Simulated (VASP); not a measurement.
# Mn (Pm-3m) in VASP: further runs

The runs below take Mn through single point, with PBEsol.

Everything below comes from runs of VASP 6.6.1. Logs are shortened: lines on timing, memory, paths and dates and some standing lists are left out, and cuts for length are marked.

### Step 1. The cell of the first run

Symmetry: Pm-3m, No. 221, cubic system. Conventional cell: a = 2.312 Å, b = 2.312 Å, c = 2.312 Å, α = 90.00°, β = 90.00°, γ = 90.00°. Mn (site symmetry m-3m) has 6 Mn at 2.31 Å within 3.1 Å.

### Step 2. Single point, PBEsol (volume scaled by 1.08)

The input, INCAR:

```
SYSTEM = Mn
ALGO = Normal
EDIFF = 1E-6
ENCUT = 520
GGA = PS
ISIF = 2
ISMEAR = -1
LASPH = .TRUE.
LCHARG = .FALSE.
LREAL = .FALSE.
LWAVE = .FALSE.
NBANDS = 12
NELM = 100
PREC = Accurate
SIGMA = 0.1
```

The input, KPOINTS:

```
k-points
0
G
  16 16 16
  0 0 0
```

The input, POSCAR:

```
Mn
1.0
    2.3117378289      0.0000000000      0.0000000000
    0.0000000000      2.3117378289      0.0000000000
    0.0000000000      0.0000000000      2.3117378289
Mn
1
Direct
    0.0000000000      0.0000000000      0.0000000000
```

Potentials or basis: VASP PAW PBE potentials, release 64 (Mn_pv).

Launch:

```console
$ cat potpaw_PBE.64/Mn_pv/POTCAR > POTCAR
$ mpirun -np 1 vasp_std > vasp.out
```

OUTCAR:

```text
SYSTEM = Mn
   EDIFF = 1E-6
   ENCUT = 520
   GGA = PS
   ISIF = 2
   ISMEAR = -1
   LASPH = .TRUE.
   LREAL = .FALSE.
   NELM = 100
   PREC = Accurate

 ion  position               nearest neighbor table
   1  0.000  0.000  0.000-

  LATTYP: Found a simple cubic cell.
 ALAT       =     2.3117378289

  Lattice vectors:

 A1 = (   2.3117378289,   0.0000000000,   0.0000000000)
 A2 = (   0.0000000000,   2.3117378289,   0.0000000000)
 A3 = (   0.0000000000,   0.0000000000,   2.3117378289)

Analysis of symmetry for initial positions (statically):
=====================================================================
 Subroutine PRICEL returns:
 Original cell was already a primitive cell.

 Routine SETGRP: Setting up the symmetry group for a
 simple cubic supercell.

 Subroutine GETGRP returns: Found 48 space group operations
 (whereof 48 operations were pure point group operations)
 out of a pool of 48 trial point group operations.

The static configuration has the point symmetry O_h .

Analysis of symmetry for dynamics (positions and initial velocities):
=====================================================================
 Subroutine PRICEL returns:
 Original cell was already a primitive cell.

 Routine SETGRP: Setting up the symmetry group for a
 simple cubic supercell.

 Subroutine GETGRP returns: Found 48 space group operations
 (whereof 48 operations were pure point group operations)
 out of a pool of 48 trial point group operations.

The dynamic configuration has the point symmetry O_h .

 Subroutine INISYM returns: Found 48 space group operations
 (whereof 48 operations are pure point group operations),
 and found     1 'primitive' translations

----------------------------------------------------------------------------------------

                                     Primitive cell

  volume of cell :      12.3542

  direct lattice vectors                    reciprocal lattice vectors
     2.311737829  0.000000000  0.000000000     0.432575004  0.000000000  0.000000000
     0.000000000  2.311737829  0.000000000     0.000000000  0.432575004  0.000000000
     0.000000000  0.000000000  2.311737829     0.000000000  0.000000000  0.432575004

  length of vectors
     2.311737829  2.311737829  2.311737829     0.432575004  0.432575004  0.432575004

  position of ions in fractional coordinates (direct lattice)
     0.000000000  0.000000000  0.000000000

  ion indices of the primitive-cell ions
   primitive index   ion index
                 1           1

----------------------------------------------------------------------------------------

 KPOINTS: k-points

Automatic generation of k-mesh.
 Grid dimensions read from file:
 generate k-points for:   16   16   16

 Generating k-lattice:

  Cartesian coordinates                     Fractional coordinates (reciprocal lattice)
     0.027035938  0.000000000  0.000000000     0.062500000  0.000000000  0.000000000
     0.000000000  0.027035938  0.000000000     0.000000000  0.062500000  0.000000000
     0.000000000  0.000000000  0.027035938     0.000000000  0.000000000  0.062500000

  Length of vectors
     0.027035938  0.027035938  0.027035938

  Shift w.r.t. Gamma in fractional coordinates (k-lattice)
     0.000000000  0.000000000  0.000000000

 Subroutine IBZKPT returns following result:
 ===========================================

 Found    165 irreducible k-points:

 Following reciprocal coordinates:
            Coordinates               Weight
  0.000000  0.000000  0.000000      1.000000
  0.062500  0.000000  0.000000      6.000000
  0.125000  0.000000  0.000000      6.000000
  0.187500  0.000000  0.000000      6.000000
  0.250000  0.000000  0.000000      6.000000
  0.312500  0.000000  0.000000      6.000000
[... 16 lines left out ...]
  0.437500  0.125000  0.000000     24.000000
  0.500000  0.125000  0.000000     12.000000
 [... further k-points ...]
   k-points           NKPTS =    165   k-points in BZ     NKDIM =    165   number of bands    NBANDS=     12
   number of dos      NEDOS =    301   number of ions     NIONS =      1
   total plane-waves  NPLWV =   5832
   dimension x,y,z NGX =    18 NGY =   18 NGZ =   18
   dimension x,y,z NGXF=    36 NGYF=   36 NGZF=   36
   ions per type =               1
   NGX,Y,Z   is equivalent  to a cutoff of  12.94, 12.94, 12.94 a.u.
   NGXF,Y,Z  is equivalent  to a cutoff of  25.89, 25.89, 25.89 a.u.
 SYSTEM =  Mn
   PREC   = accura    normal or accurate (medium, high low for compatibility)
   ISTART =      0    job   : 0-new  1-cont  2-samecut
   ICHARG =      2    charge: 1-file 2-atom 10-const
   ISPIN  =      1    spin polarized calculation?
   LNONCOLLINEAR =      F non collinear calculations
   LSORBIT =      F    spin-orbit coupling
   LASPH  =      T    aspherical Exc in radial PAW
   ENCUT  =  520.0 eV  38.22 Ry    6.18 a.u.   4.30  4.30  4.30*2*pi/ulx,y,z
   NELM   =    100;   NELMIN=  2; NELMDL= -5     # of ELM steps
   EDIFF  = 0.1E-05   stopping-criterion for ELM
   LREAL  =      F    real-space projection
   EDIFFG = 0.1E-04   stopping-criterion for IOM
   NSW    =      0    number of steps for IOM
   IBRION =     -1    ionic relax: 0-MD 1-quasi-New 2-CG
   NFREE  =      0    steps in history (QN), initial steepest desc. (CG)
   ISIF   =      2    stress and relaxation
   ISYM   =      2    0-nonsym 1-usesym 2-fastsym
   POTIM  = 0.5000    time-step for ionic-motion
   TEBEG  =    0.0;   TEEND  =   0.0 temperature during run
   PSTRESS=    0.0 pullay stress
   NELECT =      13.0000    total number of electrons
   NUPDOWN=      -1.0000    fix difference up-down
   EMIN   =  10.00;   EMAX   =-10.00  energy-range for DOS
   EFERMI =   0.00;   METHOD = LEGACY
   ISMEAR =    -1;   SIGMA  =   0.10  broadening in eV -4-tet -1-fermi 0-gaus
   EFERMI_NEDOS =   21; number of points for ismear=-14 and -15
   IALGO  =     38    algorithm
   IMIX   =      4    mixing-type and parameters
     AMIX     =   0.40;   BMIX     =  1.00
     AMIX_MAG =   1.60;   BMIX_MAG =  1.00
  volume/ion in A,a.u.               =      12.35        83.37
  Fermi-wavevector in a.u.,A,eV,Ry     =   1.665140  3.146658 37.724745  2.772691
  Thomas-Fermi vector in A             =   2.751562
   LORBIT       =      0    0 simple, 1 ext, 2 COOP (PROOUT), +10 PAW based schemes
   GGA     = PS    functional components
   LHFCALC =     F    Hartree Fock is set to
   AEXX    =    0.0000 exact exchange contribution
   IVDW    =     0    specifies the selected vdW correction
   LEPSILON=     F    determine dielectric tensor
   LRPA    =     F    only Hartree local field effects (RPA)
 non-spin polarized calculation
  energy-cutoff  :      520.00
  volume of cell :       12.35
 maximum number of plane-waves:       344
 NGX is ok and might be reduce to    18
   NGX =  9   NGY =  9   NGZ =  9

 number of electron      12.9999989 magnetization

 Free energy of the ion-electron system (eV)
  ---------------------------------------------------
  ext. energy  EPLUGINS =         0.00000000
  ---------------------------------------------------
  free energy    TOTEN  =        -8.75487801 eV

  energy without entropy =       -8.68929629  energy(sigma->0) =       -8.72208715

 E-fermi :   8.8042     XC(G=0): -13.2406

 val. band max:        8.7945973606   @ k =   0.5000   0.5000   0.0625
 cond. band min:       8.8132811561   @ k =   0.5000   0.4375   0.2500
 fundamental gap:      0.0186837955
 Fermi energy:         8.8041570102

 k-point     1 :       0.0000    0.0000    0.0000
  band No.  band energies     occupation
      1     -38.7680      2.00000
      2     -38.7680      2.00000
      3     -38.7680      2.00000
      4       0.9640      2.00000
      5       5.3227      2.00000
      6       5.3227      2.00000
      7      10.3729      0.00000
      8      10.3729      0.00000
      9      10.3729      0.00000
     10      28.6508      0.00000
     11      28.6508      0.00000
     12      28.6508      0.00000

 k-point     2 :       0.0625    0.0000    0.0000
  band No.  band energies     occupation
      1     -38.7988      2.00000
      2     -38.7654      2.00000
      3     -38.7654      2.00000
      4       1.0885      2.00000
      5       5.3472      2.00000
      6       5.4034      2.00000
      7      10.2981      0.00000
      8      10.2981      0.00000
      9      10.3787      0.00000
     10      27.3632      0.00000
     11      28.8356      0.00000
     12      28.8356      0.00000

 k-point     3 :       0.1250    0.0000    0.0000
  band No.  band energies     occupation
      1     -38.8862      2.00000
      2     -38.7580      2.00000
      3     -38.7580      2.00000
      4       1.4519      2.00000
      5       5.4178      2.00000
      6       5.6383      2.00000
      7      10.0902      0.00001
      8      10.0902      0.00001
      9      10.3952      0.00000
     10      25.0195      0.00000
     11      29.3745      0.00000
     12      29.3745      0.00000
[... 286 lines left out ...]
 k-point    23 :       0.4375    0.1250    0.0000
  band No.  band energies     occupation
      1     -39.5091      2.00000
      2     -38.8137      2.00000
      3     -38.6920      2.00000
      4       5.3617      2.00000
      5       6.2699      2.00000
      6       6.8289      2.00000
      7       8.7604      1.21535
      8       9.7657      0.00013
      9      10.2788      0.00000
     10      15.6388      0.00000
     11      29.2687      0.00000
     12      33.1160      0.00000

 k-point    24 :       0.5000    0.1250    0.0000
  band No.  band energies     occupation
      1     -39.5379      2.00000
      2     -38.8109      2.00000
      3     -38.6894      2.00000
      4       5.6543      2.00000
      5       6.3835      2.00000
      6       6.6022      2.00000
      7       8.7033      1.46538
      8       9.9961      0.00001
      9      10.2860      0.00000
     10      15.1363      0.00000
     11      29.5248      0.00000
     12      33.5396      0.00000

 [... further k-points ...]
[... 5 lines left out ...]
  --------------------------------------------------------------------------------------
  -------------------------------------------------------------------------------------
  Total       -1.1599566     -1.1599566     -1.1599566      0.0000000      0.0000000     -0.0000000
  in kB     -150.4307413   -150.4307413   -150.4307413      0.0000000      0.0000000     -0.0000000
  external PRESSURE =    -150.4307413 kB  Pullay stress =       0.0000000 kB

 VOLUME and BASIS-vectors are now :
 -----------------------------------------------------------------------------
  energy-cutoff  :      520.00
  volume of cell :       12.35
      direct lattice vectors                 reciprocal lattice vectors
     2.311737829  0.000000000  0.000000000     0.432575004  0.000000000  0.000000000
     0.000000000  2.311737829  0.000000000     0.000000000  0.432575004  0.000000000
     0.000000000  0.000000000  2.311737829     0.000000000  0.000000000  0.432575004

 POSITION                                       TOTAL-FORCE (eV/Angst)
 -----------------------------------------------------------------------------------
      0.00000      0.00000      0.00000         0.000000      0.000000      0.000000
 -----------------------------------------------------------------------------------
    total drift:                               -0.000000      0.000000     -0.000000

  FREE ENERGIE OF THE ION-ELECTRON SYSTEM (eV)
  ---------------------------------------------------
  free  energy   TOTEN  =        -8.7548780073 eV

  energy  without entropy=       -8.6892962945  energy(sigma->0) =       -8.72208715
```

Wall time 6.4 s (1 thread of Intel Xeon 6975P-C (Granite Rapids), shared host); peak memory 0.13 GiB.

What came out:

```
Free energy : -8.7549 eV
Pressure    : -15.0 GPa
```

Caveat: the cell differs from its parent crystal (volume scaled by 1.08); the PAW data sets were made with another functional, which shifts forces and pressure a little; the run has no spin polarisation, though such a crystal can be magnetic. Spin polarisation is off, so any magnetic state and its effect on volume and gap are missing.

### Step 3. Single point, PBEsol (volume scaled by 1.12)

The input, INCAR:

```
  PREC = Accurate
  ENCUT = 520
  EDIFF = 1E-6
  ISMEAR = -1
  SIGMA = 0.1
  LREAL = F
  LASPH = T
  NELM = 80
  ALGO = Normal
  ISIF = 2
  LWAVE = F
  LCHARG = F
  GGA = PS
  NBANDS = 12
```

The input, KPOINTS:

```
Automatic mesh
0
Gamma
  16 16 16
```

The input, POSCAR:

```
Mn
1.0
    2.3399325324      0.0000000000      0.0000000000
    0.0000000000      2.3399325324      0.0000000000
    0.0000000000      0.0000000000      2.3399325324
Mn
1
Direct
    0.0000000000      0.0000000000      0.0000000000
```

Potentials or basis: VASP PAW PBE potentials, release 64 (Mn_pv).

Launch:

```console
$ cat potpaw_PBE.64/Mn_pv/POTCAR > POTCAR
$ mpirun -np 1 vasp_std > vasp.out
```

Wall time 6.9 s (1 thread of Intel Xeon 6975P-C (Granite Rapids), shared host); peak memory 0.13 GiB.

The run converged. Its results:

| Item | Value |
| --- | --- |
| Free energy | -8.7039 eV |
| Pressure | -20.6 GPa |

Levels at points of the mesh, in eV from the Fermi level:
| k point | band 2 | band 3 | band 4 | band 5 | band 6 | band 7 | band 8 | band 9 | band 10 | band 11 |
| --- | --- | --- | --- | --- | --- | --- | --- | --- | --- | --- |
| (0.00, 0.00, 0.00) | -47.58 | -47.58 | -7.66 | -3.32 | -3.32 | 1.49 | 1.49 | 1.49 | 19.40 | 19.40 |
| (0.50, 0.00, 0.00) | -47.52 | -47.52 | -3.45 | -2.66 | -0.97 | -0.14 | -0.14 | 1.63 | 6.04 | 21.87 |
| (0.50, 0.50, 0.00) | -48.19 | -47.46 | -4.43 | -2.08 | 0.20 | 0.20 | 2.63 | 5.67 | 5.67 | 12.15 |
| (0.50, 0.50, 0.50) | -48.10 | -48.10 | -3.04 | -3.04 | -3.04 | 2.71 | 2.71 | 11.88 | 13.07 | 13.07 |

Caveat: the cell differs from its parent crystal (volume scaled by 1.12); the PAW data sets were made with another functional, which shifts forces and pressure a little; the run has no spin polarisation, though such a crystal can be magnetic.

### Step 4. Single point, PBEsol

This run uses another cell than the first one, of 11.44 Å³/atom, 0.926 times its volume.

The input, INCAR:

```
PREC = Accurate ; ENCUT = 520
EDIFF = 1E-6 ; ISMEAR = -1
SIGMA = 0.1 ; LREAL = F
LASPH = T ; NELM = 60
ALGO = Normal ; ISIF = 2
LWAVE = F ; LCHARG = F
GGA = PS ; NBANDS = 12
```

The input, KPOINTS:

```
regular mesh
0
Gamma
  23 23 23
```

The input, POSCAR:

```
Mn
1.0
    2.2531874726      0.0000000000      0.0000000000
    0.0000000000      2.2531874726      0.0000000000
    0.0000000000      0.0000000000      2.2531874726
Mn
1
Direct
    0.0000000000      0.0000000000      0.0000000000
```

Launch:

```console
$ cat potpaw_PBE.64/Mn_pv/POTCAR > POTCAR
$ mpirun -np 1 vasp_std > vasp.out
```

Run time: 14 s. Hardware: 1 thread of Intel Xeon 6975P-C (Granite Rapids), shared host; peak memory 0.15 GiB.

The run converged. Its results:

| Item | Value |
| --- | --- |
| Free energy | -8.8014 eV |
| Pressure | 0.3 GPa |

Levels at points of the mesh, in eV from the Fermi level:
```tsv
k point	band 4	band 5	band 6	band 7	band 8	band 9
(0.00, 0.00, 0.00)	-8.21	-3.86	-3.86	1.75	1.75	1.75
```

Caveat: the PAW data sets were made with another functional, which shifts forces and pressure a little; the run has no spin polarisation, though such a crystal can be magnetic. Spin polarisation is off, so any magnetic state and its effect on volume and gap are missing.

(Part 1 of 2 ends here.)
